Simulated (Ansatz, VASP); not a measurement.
# One calculation of BN, two programs

```
B N
1.0
     2.50399    0.00000    0.00000
    -1.25200    2.16852    0.00000
     0.00000    0.00000    6.66120
B N
2 2
Direct
  0.34260 0.80501 0.25000
  0.66667 0.33333 0.75000
  0.33333 0.66667 0.75000
  0.66667 0.33333 0.25000
```

Alike in both runs: task single point; functional PBE; k mesh 12 × 12 × 4; occupations gaussian, width 0.05 eV; no spin polarisation.

|  | VASP | Ansatz |
| --- | --- | --- |
| version | VASP 6.6.1 | Ansatz 0.2.0 |
| potentials or method | VASP PAW PBE potentials, release 64 (B, N), cutoff 520 eV | scalar-relativistic, plane waves, PAW |
| valence electrons in the cell | 16 | 16 |

Ansatz gave:

| Item | Value |
| --- | --- |
| gap on the k mesh at the Fermi level (eV) | 2.09 |
| least direct gap on the mesh (eV) | 3.56 |
| pressure (GPa) | 27.2 |
| traceless stress, the component that is largest in VASP (GPa) | 45.47 |
| rms of the force components (eV/Å) | 7.961 |

**Question.** What did VASP give for the same quantities?

**Answer.** gap on the k mesh at the Fermi level (eV): 2.07; least direct gap on the mesh (eV): 3.55; pressure (GPa): 27.3; traceless stress, the component that is largest in VASP (GPa): 46.00; rms of the force components (eV/Å): 8.027.

Atom by atom the forces differ by 0.068 eV/Å (rms over components). The functional is the same, so the differences come from potentials, cutoffs and numerics.
